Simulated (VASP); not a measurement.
# PbF2 (Fm-3m) in VASP: settings compared

Aim: see how the results for PbF2 move with the level of theory and the settings. Levels: r2SCAN, PBE. Tasks: relaxation of cell and atoms, single point.

All numbers are computed with VASP 6.6.1; they aren't measurements. Logs are shortened: lines on timing, memory, paths and dates and some standing lists are left out, and cuts for length are marked.

## (1) The cell of the first run

The structure is cubic, space group Fm-3m (No. 225). Conventional cell: a = 6.001 Å, b = 6.001 Å, c = 6.001 Å, α = 90.00°, β = 90.00°, γ = 90.00°. Within 3.4 Å of Pb (site symmetry m-3m) lie 8 F at 2.60 Å. F (site symmetry -43m) has 4 Pb at 2.60 Å and 6 F at 3.00 Å within 3.4 Å.

## (2) Relaxation of cell and atoms, r2SCAN

POSCAR

```
PbF2
1.0
    0.0000000000      3.0003293711      3.0003293711
    3.0003293711      0.0000000000      3.0003293711
    3.0003293711      3.0003293711      0.0000000000
Pb F
1 2
Direct
    0.0000000000      0.0000000000      0.0000000000
    0.2500000000      0.2500000000      0.2500000000
    0.7500000000      0.7500000000      0.7500000000
```

INCAR.step1

```
SYSTEM = PbF2
ALGO = Normal ; EDIFF = 1E-4
ENCUT = 600 ; GGA = PE
ISMEAR = -1 ; LASPH = .TRUE.
LCHARG = .FALSE. ; LREAL = .FALSE.
LWAVE = .TRUE. ; NELM = 80
PREC = Accurate ; SIGMA = 0.02
```

INCAR.step2

```
SYSTEM = PbF2
ALGO = Normal ; EDIFF = 1E-6
EDIFFG = -0.005 ; ENCUT = 600
IBRION = 2 ; ISIF = 3
ISMEAR = -1 ; ISTART = 1
LASPH = .TRUE. ; LCHARG = .FALSE.
LMIXTAU = .TRUE. ; LREAL = .FALSE.
LWAVE = .FALSE. ; METAGGA = R2SCAN
NELM = 80 ; NSW = 80
PREC = Accurate ; SIGMA = 0.02
```

KPOINTS

```
k-points
0
G
  6 6 6
  0 0 0
```

Potentials or basis: VASP PAW PBE potentials, release 64 (Pb_d, F).

Launch:

```console
$ cat potpaw_PBE.64/Pb_d/POTCAR potpaw_PBE.64/F/POTCAR > POTCAR
$ cp INCAR.step1 INCAR
$ mpirun -np 1 vasp_std > vasp.out
$ cp INCAR.step2 INCAR
$ mpirun -np 1 vasp_std > vasp.out
```

OUTCAR:

```text
SYSTEM = PbF2
   EDIFF = 1E-6
   EDIFFG = -0.005
   ENCUT = 600
   IBRION = 2
   ISIF = 3
   ISMEAR = -1
   ISTART = 1
   LASPH = .TRUE.
   LREAL = .FALSE.
   METAGGA = R2SCAN
   NELM = 80
   NSW = 80
   PREC = Accurate

 ion  position               nearest neighbor table
   1  0.000  0.000  0.000-   2 2.60   3 2.60   3 2.60   3 2.60   3 2.60   2 2.60   2 2.60   2 2.60

   2  0.250  0.250  0.250-   1 2.60   1 2.60   1 2.60   1 2.60
   3  0.750  0.750  0.750-   1 2.60   1 2.60   1 2.60   1 2.60

  LATTYP: Found a face centered cubic cell.
 ALAT       =     6.0006587422

  Lattice vectors:

 A1 = (   0.0000000000,   3.0003293711,   3.0003293711)
 A2 = (   3.0003293711,   0.0000000000,   3.0003293711)
 A3 = (   3.0003293711,   3.0003293711,   0.0000000000)

Analysis of symmetry for initial positions (statically):
=====================================================================
 Subroutine PRICEL returns:
 Original cell was already a primitive cell.

 Routine SETGRP: Setting up the symmetry group for a
 face centered cubic supercell.

 Subroutine GETGRP returns: Found 48 space group operations
 (whereof 48 operations were pure point group operations)
 out of a pool of 48 trial point group operations.

The static configuration has the point symmetry O_h .

Analysis of symmetry for dynamics (positions and initial velocities):
=====================================================================
 Subroutine PRICEL returns:
 Original cell was already a primitive cell.

 Routine SETGRP: Setting up the symmetry group for a
 face centered cubic supercell.

 Subroutine GETGRP returns: Found 48 space group operations
 (whereof 48 operations were pure point group operations)
 out of a pool of 48 trial point group operations.

The dynamic configuration has the point symmetry O_h .

 Subroutine INISYM returns: Found 48 space group operations
 (whereof 48 operations are pure point group operations),
 and found     1 'primitive' translations

----------------------------------------------------------------------------------------

                                     Primitive cell

  volume of cell :      54.0178

  direct lattice vectors                    reciprocal lattice vectors
     0.000000000  3.000329371  3.000329371    -0.166648370  0.166648370  0.166648370
     3.000329371  0.000000000  3.000329371     0.166648370 -0.166648370  0.166648370
     3.000329371  3.000329371  0.000000000     0.166648370  0.166648370 -0.166648370

  length of vectors
     4.243106488  4.243106488  4.243106488     0.288643444  0.288643444  0.288643444

  position of ions in fractional coordinates (direct lattice)
     0.000000000  0.000000000  0.000000000
     0.250000000  0.250000000  0.250000000
     0.750000000  0.750000000  0.750000000

  ion indices of the primitive-cell ions
   primitive index   ion index
                 1           1
                 2           2
                 3           3

----------------------------------------------------------------------------------------

 KPOINTS: k-points

Automatic generation of k-mesh.
 Grid dimensions read from file:
 generate k-points for:    6    6    6

 Generating k-lattice:

  Cartesian coordinates                     Fractional coordinates (reciprocal lattice)
    -0.027774728  0.027774728  0.027774728     0.166666667  0.000000000  0.000000000
     0.027774728 -0.027774728  0.027774728     0.000000000  0.166666667  0.000000000
     0.027774728  0.027774728 -0.027774728     0.000000000  0.000000000  0.166666667

  Length of vectors
     0.048107241  0.048107241  0.048107241

  Shift w.r.t. Gamma in fractional coordinates (k-lattice)
     0.000000000  0.000000000  0.000000000

 Subroutine IBZKPT returns following result:
 ===========================================

 Found     16 irreducible k-points:

 Following reciprocal coordinates:
            Coordinates               Weight
  0.000000  0.000000  0.000000      1.000000
  0.166667  0.000000  0.000000      8.000000
  0.333333  0.000000  0.000000      8.000000
  0.500000  0.000000  0.000000      4.000000
  0.166667  0.166667  0.000000      6.000000
  0.333333  0.166667  0.000000     24.000000
[... 8 lines left out ...]
 -0.333333  0.333333  0.166667     24.000000
 -0.333333  0.500000  0.166667     12.000000
   k-points           NKPTS =     16   k-points in BZ     NKDIM =     16   number of bands    NBANDS=     18
   number of dos      NEDOS =    301   number of ions     NIONS =      3
   total plane-waves  NPLWV =  46656
   dimension x,y,z NGX =    36 NGY =   36 NGZ =   36
   dimension x,y,z NGXF=    72 NGYF=   72 NGZF=   72
   ions per type =               1   2
   NGX,Y,Z   is equivalent  to a cutoff of  14.10, 14.10, 14.10 a.u.
   NGXF,Y,Z  is equivalent  to a cutoff of  28.21, 28.21, 28.21 a.u.
 SYSTEM =  PbF2
   PREC   = accura    normal or accurate (medium, high low for compatibility)
   ISTART =      1    job   : 0-new  1-cont  2-samecut
   ICHARG =      0    charge: 1-file 2-atom 10-const
   ISPIN  =      1    spin polarized calculation?
   LNONCOLLINEAR =      F non collinear calculations
   LSORBIT =      F    spin-orbit coupling
   LASPH  =      T    aspherical Exc in radial PAW
   ENCUT  =  600.0 eV  44.10 Ry    6.64 a.u.   8.47  8.47  8.47*2*pi/ulx,y,z
   NELM   =     80;   NELMIN=  2; NELMDL=  0     # of ELM steps
   EDIFF  = 0.1E-05   stopping-criterion for ELM
   LREAL  =      F    real-space projection
   EDIFFG = -.5E-02   stopping-criterion for IOM
   NSW    =     80    number of steps for IOM
   IBRION =      2    ionic relax: 0-MD 1-quasi-New 2-CG
   NFREE  =      1    steps in history (QN), initial steepest desc. (CG)
   ISIF   =      3    stress and relaxation
   ISYM   =      2    0-nonsym 1-usesym 2-fastsym
   POTIM  = 0.5000    time-step for ionic-motion
   TEBEG  =    0.0;   TEEND  =   0.0 temperature during run
   PSTRESS=    0.0 pullay stress
   NELECT =      28.0000    total number of electrons
   NUPDOWN=      -1.0000    fix difference up-down
   EMIN   =  10.00;   EMAX   =-10.00  energy-range for DOS
   EFERMI =   0.00;   METHOD = LEGACY
   ISMEAR =    -1;   SIGMA  =   0.02  broadening in eV -4-tet -1-fermi 0-gaus
   EFERMI_NEDOS =   21; number of points for ismear=-14 and -15
   IALGO  =     38    algorithm
   IMIX   =      4    mixing-type and parameters
     AMIX     =   0.40;   BMIX     =  1.00
     AMIX_MAG =   1.60;   BMIX_MAG =  1.00
  volume/ion in A,a.u.               =      18.01       121.51
  Fermi-wavevector in a.u.,A,eV,Ry     =   1.315069  2.485120 23.530007  1.729407
  Thomas-Fermi vector in A             =   2.445278
   LORBIT       =      0    0 simple, 1 ext, 2 COOP (PROOUT), +10 PAW based schemes
   METAGGA = R2SCAN    functional components
   LHFCALC =     F    Hartree Fock is set to
   AEXX    =    0.0000 exact exchange contribution
   IVDW    =     0    specifies the selected vdW correction
   LEPSILON=     F    determine dielectric tensor
   LRPA    =     F    only Hartree local field effects (RPA)
 conjugate gradient relaxation of ions
 non-spin polarized calculation
  energy-cutoff  :      600.00
  volume of cell :       54.02
 maximum number of plane-waves:      1820
 NGX is ok and might be reduce to    36
   NGX = 17   NGY = 17   NGZ = 17

--------------------------------------- Ionic step        1  -------------------------------------------

 number of electron      27.9999997 magnetization

 Free energy of the ion-electron system (eV)
  ---------------------------------------------------
  ext. energy  EPLUGINS =         0.00000000
  ---------------------------------------------------
  free energy    TOTEN  =       -70.14982102 eV

  energy without entropy =      -70.14982102  energy(sigma->0) =      -70.14982102

 E-fermi :   1.5184     XC(G=0):  -9.8124

 val. band max:        1.0290913754   @ k =  -0.3333   0.3333   0.1667
 cond. band min:       5.9931356742   @ k =   0.5000   0.5000   0.0000
 fundamental gap:      4.9640442988
 Fermi energy:         1.5183542549

 k-point     1 :       0.0000    0.0000    0.0000
  band No.  band energies     occupation
      1     -21.0261      2.00000
      2     -20.4976      2.00000
      3     -13.7681      2.00000
      4     -13.7681      2.00000
      5     -13.7681      2.00000
      6     -13.7326      2.00000
[... 10 lines left out ...]
     17       8.3183      0.00000
     18      11.6631      0.00000
[... 372 lines left out ...]
 POSITION                                       TOTAL-FORCE (eV/Angst)
 -----------------------------------------------------------------------------------
      2.95224      2.95224      5.90448         0.000000      0.000000     -0.000000
      1.47612      1.47612      1.47612         0.000000      0.000000      0.000000
      4.42836      4.42836      4.42836        -0.000000     -0.000000     -0.000000
 -----------------------------------------------------------------------------------
    total drift:                                0.000000      0.000000      0.000000

  FREE ENERGIE OF THE ION-ELECTRON SYSTEM (eV)
  ---------------------------------------------------
  free  energy   TOTEN  =       -70.1706050132 eV

  energy  without entropy=      -70.1706050132  energy(sigma->0) =      -70.17060501

--------------------------------------- Ionic step        3  -------------------------------------------

 number of electron      28.0000009 magnetization

 Free energy of the ion-electron system (eV)
  ---------------------------------------------------
  ext. energy  EPLUGINS =         0.00000000
  ---------------------------------------------------
  free energy    TOTEN  =       -70.17114394 eV

  energy without entropy =      -70.17114394  energy(sigma->0) =      -70.17114394

 E-fermi :   2.0985     XC(G=0): -10.0371

 val. band max:        1.5411434553   @ k =  -0.3333   0.3333   0.1667
 cond. band min:       6.5042830111   @ k =   0.5000   0.5000   0.0000
 fundamental gap:      4.9631395558
 Fermi energy:         2.0984572983

 k-point     1 :       0.0000    0.0000    0.0000
  band No.  band energies     occupation
      1     -20.8586      2.00000
      2     -20.2620      2.00000
      3     -13.3006      2.00000
      4     -13.3006      2.00000
      5     -13.3006      2.00000
      6     -13.2483      2.00000
[... 10 lines left out ...]
     17       8.8789      0.00000
     18      12.2706      0.00000
[... 335 lines left out ...]
 POSITION                                       TOTAL-FORCE (eV/Angst)
 -----------------------------------------------------------------------------------
      0.00000      0.00000      0.00000         0.000000      0.000000      0.000000
      1.47931      1.47931      1.47931         0.000000      0.000000      0.000000
      4.43793      4.43793      4.43793        -0.000000     -0.000000     -0.000000
 -----------------------------------------------------------------------------------
    total drift:                                0.000000      0.000000      0.000000

  FREE ENERGIE OF THE ION-ELECTRON SYSTEM (eV)
  ---------------------------------------------------
  free  energy   TOTEN  =       -70.1711439430 eV

  energy  without entropy=      -70.1711439430  energy(sigma->0) =      -70.17114394

 reached required accuracy - stopping structural energy minimisation
```

Run time: 3 min. Hardware: 1 thread of AMD EPYC 9R45 (Zen 5), shared host; peak memory 0.2 GiB.

What came out:

| Quantity | Value |
| --- | --- |
| Free energy | -70.1711 eV |
| Relaxed volume | 17.27 Å³/atom |
| Relaxed cell | a = 4.184 Å, b = 4.184 Å, c = 4.184 Å, α = 60.00°, β = 60.00°, γ = 60.00° |
| Space group after relaxing (to 0.1 Å) | Fm-3m (No. 225) |
| Energy gained by relaxing | 7.1 meV/atom |
| Ionic steps | 3 |
| Pressure after relaxing | 0.0 GPa |
| Band gap on the k mesh | 4.96 eV (least direct gap 5.08 eV) |

The path:
| step | energy change (eV) | largest force (eV/Å) | pressure (GPa) | volume (Å³) |
| --- | --- | --- | --- | --- |
| 1 | 0.0000 | 0.0000 | -2.96 | 54.02 |
| 2 | -0.0208 | 0.0000 | 0.52 | 51.46 |
| 3 | -0.0213 | 0.0000 | 0.00 | 51.80 |

Final structure:
```cif
data_structure
_symmetry_space_group_name_H-M 'P 1'
_symmetry_Int_Tables_number 1
_cell_length_a 4.1841
_cell_length_b 4.1841
_cell_length_c 4.1841
_cell_angle_alpha 60.000
_cell_angle_beta 60.000
_cell_angle_gamma 60.000
_cell_volume 51.80
loop_
_atom_site_label
_atom_site_type_symbol
_atom_site_fract_x
_atom_site_fract_y
_atom_site_fract_z
_atom_site_occupancy
Pb1 Pb 0.00000 0.00000 0.00000 1
F1 F 0.25000 0.25000 0.25000 1
F2 F 0.75000 0.75000 0.75000 1
```

Levels at points of the mesh, in eV from the valence-band top:
```csv
k point,band 11,band 12,band 13,band 14,band 15,band 16,band 17,band 18
"(0.00, 0.00, 0.00)",-2.65,-2.14,-2.14,-2.14,7.34,7.34,7.34,10.73
"(0.50, 0.00, 0.00)",-2.84,-2.32,-2.32,-0.03,5.41,8.29,8.29,13.49
"(0.50, 0.50, 0.00)",-1.73,-1.73,-1.73,-0.11,4.96,8.50,8.50,9.10
```

Caveat: the structure was generated, so it needn't be the stable form of PbF2; the PAW data sets were made with another functional, which shifts forces and pressure a little; spin-orbit coupling is left out, which moves the levels of the heavy elements. A k mesh can miss the band edges.

## (3) Single point, PBE, non-collinear spin, zero start, spin-orbit coupling

This run uses another cell than the first one, of 17.30 Å³/atom.

INCAR

```
SYSTEM = PbF2
  ALGO = Normal
  EDIFF = 1E-7
  ENCUT = 520
  GGA = PE
  GGA_COMPAT = .False.
  ISIF = 2
  ISMEAR = 0
  LASPH = .True.
  LCHARG = .True.
  LORBIT = 11
  LORBMOM = .True.
  LREAL = .False.
  LSORBIT = .True.
  LVHAR = .True.
  LWAVE = .False.
  MAGMOM = 0 0 0 0 0 0 0 0 0
  NBANDS = 41
  NELM = 150
  PREC = Accurate
  SIGMA = 0.01
```

KPOINTS

```
k-points
0
Gamma
  8 8 8
  0 0 0
```

POSCAR

```
PbF2
1.0
    0.0000000000      2.9604381116      2.9604381116
    2.9604381116      0.0000000000      2.9604381116
    2.9604381116      2.9604381116      0.0000000000
Pb F
1 2
Direct
    0.0000000000      0.0000000000      0.0000000000
    0.2500000000      0.2500000000      0.2500000000
    0.7500000000      0.7500000000      0.7500000000
```

Potentials or basis: VASP PAW PBE potentials, release 64 (Pb_d, F).

Launch:

```console
$ cat potpaw_PBE.64/Pb_d/POTCAR potpaw_PBE.64/F/POTCAR > POTCAR
$ mpirun -np 1 vasp_ncl > vasp.out
```

Run time: 84 s. Hardware: 1 thread of AMD EPYC 9R45 (Zen 5), shared host; peak memory 0.32 GiB.

Results (log left out):

- Free energy: -14.6057 eV
- Pressure: 2.6 GPa
- Net moment: 0.00 μB per cell
- Valence electrons inside the program's atomic spheres: Pb 11.72; F 6.07

Moments on the atoms (μB; x, y, z):
```
Pb  0.00 0.00 0.00
F   0.00 0.00 0.00
F   0.00 0.00 0.00
```

Caveat: the structure was generated, so it needn't be the stable form of PbF2.
